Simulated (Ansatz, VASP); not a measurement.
BN: VASP beside Ansatz

```
B N
1.0
     0.00000    3.38523    2.11060
     1.27102    0.00000    2.11060
     1.27102    3.38523    0.00000
B N
1 1
Direct
  0.00011 0.00011 0.99989
  0.66659 0.66659 0.33341
```

Alike in both runs: task single point; functional PBE; dispersion D3(BJ); k mesh 12 × 12 × 12; occupations gaussian, width 0.05 eV; no spin polarisation.

|  | VASP | Ansatz |
| --- | --- | --- |
| version | VASP 6.6.1 | Ansatz 0.2.0 |
| potentials or method | VASP PAW PBE potentials, release 64 (B, N), cutoff 520 eV | scalar-relativistic, plane waves, PAW |
| valence electrons in the cell | 8 | 8 |

Ansatz gave:

- gap on the k mesh at the Fermi level (eV): 3.86
- least direct gap on the mesh (eV): 4.56
- pressure (GPa): 5.2
- traceless stress, the component that is largest in VASP (GPa): 18.47
- rms of the force components (eV/Å): 0.360

Problem. Estimate VASP's values.

Solution. gap on the k mesh at the Fermi level (eV): 3.85; least direct gap on the mesh (eV): 4.56; pressure (GPa): 5.3; traceless stress, the component that is largest in VASP (GPa): 18.61; rms of the force components (eV/Å): 0.360.

Atom by atom the forces differ by 0.000 eV/Å (rms over components).
